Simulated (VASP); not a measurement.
A run of VASP 6.6.1 is set up as follows.

Contents of INCAR:

```
SYSTEM = TaS2
PREC = Accurate ; ENCUT = 500
EDIFF = 1E-6 ; ISMEAR = 0
SIGMA = 0.1 ; LREAL = .False.
LASPH = .True. ; NELM = 120
ALGO = Normal ; ISIF = 2
LWAVE = .False. ; LCHARG = .True.
GGA = PE ; IVDW = 12
LELF = .True. ; LVHAR = .True.
ISYM = 0 ; NBANDS = 18
GGA_COMPAT = .False.
```

KPOINTS

```
Automatic mesh
0
Gamma
  3 3 2
  0.5 0.5 0
```

POSCAR

```
TaS2
1.0
    3.3828573416      0.0000000000      0.0000000000
   -1.6914286708      2.9296403952      0.0000000000
    0.0000000000      0.0000000000      6.1679785700
Ta S
1 2
Direct
    0.0000000000      0.0000000000      0.0000000000
    0.6666666667      0.3333333333      0.7542821200
    0.3333333333      0.6666666667      0.2457178800
```

Potentials or basis: VASP PAW PBE potentials, release 64 (Ta_pv, S).

The run is started by

```bash
$ cat potpaw_PBE.64/Ta_pv/POTCAR potpaw_PBE.64/S/POTCAR > POTCAR
$ mpirun -np 1 vasp_std > vasp.out
```

Question: Estimate the dispersion energy per atom.

Answer: -0.383 eV.

Question: What does it give for the pressure?

Answer: -1.8 GPa.

Question: What does it give for the largest force?

Answer: 0.266 eV/Å.

Forces on the atoms (eV/Å):
```
Ta   0.000  0.000  0.000
S    0.000  0.000 -0.266
S    0.000  0.000  0.266
```

Caveat: the k points lie up to 0.71 Å⁻¹ apart; three body term missing.
